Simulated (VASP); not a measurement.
Input of a VASP 6.6.1 run:

INCAR

```
ALGO = Normal
EDIFF = 1E-6
ENCUT = 520
GGA = PS
ISIF = 2
ISMEAR = -1
LASPH = T
LCHARG = F
LDAU = T
LDAUJ = 0 0
LDAUL = 2 -1
LDAUPRINT = 1
LDAUTYPE = 2
LDAUU = 1 0
LMAXMIX = 4
LREAL = F
LWAVE = F
NBANDS = 18
NELM = 150
PREC = Accurate
SIGMA = 0.05
```

Contents of KPOINTS:

```
k-points
0
Gamma
  12 12 12
```

POSCAR

```
Si2W
1.0
   -1.6011748593      1.6011748593      3.9057861083
    1.6011748593     -1.6011748593      3.9057861083
    1.6011748593      1.6011748593     -3.9057861083
W Si
1 2
Direct
    0.0000000000      0.0000000000      0.0000000000
    0.6652701070      0.6652701070      0.0000000000
    0.3347298930      0.3347298930      0.0000000000
```

Potentials or basis: VASP PAW PBE potentials, release 64 (W_sv, Si).

The run is started by

```sh
$ cat potpaw_PBE.64/W_sv/POTCAR potpaw_PBE.64/Si/POTCAR > POTCAR
$ mpirun -np 1 vasp_std > vasp.out
```

Estimate the largest force.

0.053 eV/Å.

What does it give for the pressure?

1.4 GPa.

Predict the band gap on the k mesh.

zero (bands 11 and 12 overlap by 1.32 eV).

Eigenvalues of the final occupation matrices:
```csv
site,spin,trace,eigenvalues
site 1 d,1,1.83,0.27 0.33 0.41 0.41 0.41
site 1 d,2,1.83,0.27 0.33 0.41 0.41 0.41
```

Caveat: the PAW data sets were made with another functional, which shifts forces and pressure a little; spin-orbit coupling is left out, which moves the levels of the heavy elements; U without spin polarisation on a metal has little footing; the U is typed as a test and isn't derived for this compound.
